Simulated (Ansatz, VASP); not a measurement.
ZrS in VASP and in Ansatz

```xyz
2
Lattice="0.0000 2.5791 2.6250 2.6709 0.0000 2.6250 2.6709 2.5791 0.0000" Properties=species:S:1:pos:R:3 pbc="T T T"
Zr    0.0000    0.0000    0.0000
S     2.6709    2.5791    2.6250
```

Change from the starting cell: strain +0.0175 x Voigt [1, -1, 0, 0, 0, 0], atoms carried along.

Alike in both runs: task single point; functional r2SCAN; k mesh 16 × 16 × 16; occupations gaussian, width 0.15 eV; no spin polarisation.

|  | VASP | Ansatz |
| --- | --- | --- |
| version | VASP 6.6.1 | Ansatz 0.2.0 |
| potentials or method | VASP PAW PBE potentials, release 64 (Zr_sv, S), cutoff 520 eV | scalar-relativistic, plane waves, PAW |
| valence electrons in the cell | 18 | 18 |

Ansatz gave:

* gap on the k mesh at the Fermi level (eV): none
* pressure (GPa): -1.6
* traceless stress, the component that is largest in VASP (GPa): 4.86

Task: What did VASP give for the same quantities?

Result: gap on the k mesh at the Fermi level (eV): none; pressure (GPa): -1.6; traceless stress, the component that is largest in VASP (GPa): 4.87.

VASP's potentials were made for PBE, not for r2SCAN. A gap of «none» marks a metal or a gap that the smearing closes. With one functional, cell and mesh, what is left measures potentials, basis and numerics.
